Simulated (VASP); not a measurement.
Cu2H, 3 atoms in the cell. Symmetry: R-3m, No. 166, trigonal system. Conventional cell: a = 2.639 Å, b = 2.639 Å, c = 13.275 Å, α = 90.00°, β = 90.00°, γ = 120.00°. Within 2.5 Å of Cu (site symmetry 3m) lie 3 H at 1.92 Å. H (site symmetry -3m) has 6 Cu at 1.92 Å within 2.5 Å. 

- Program: VASP 6.6.1
- Task: single point
- Functional: PBE
- Potentials or basis: VASP PAW PBE potentials, release 64 (Cu, H)
- Cutoff: 520 eV
- k mesh: 6 × 6 × 6
- Occupations: gaussian, width 0.1 eV
- Spin: no spin polarisation
- Dipole correction: no
- Further INCAR settings: ALGO = Normal; EDIFF = 1e-07; NBANDS = 18

Potentials or basis: VASP PAW PBE potentials, release 64 (Cu, H).

The run is started by

```bash
$ cat potpaw_PBE.64/Cu/POTCAR potpaw_PBE.64/H/POTCAR > POTCAR
$ mpirun -np 1 vasp_std > vasp.out
```

Hardware: 1 thread of Oxide Virtual Turin-like Processor, with other jobs on the host.

Task: How long does it take, and how much memory?

Result: It took 61 s on 1 thread of Oxide Virtual Turin-like Processor (shared host), peak memory 0.17 GiB. Counts: scf iterations 14, k points 32.
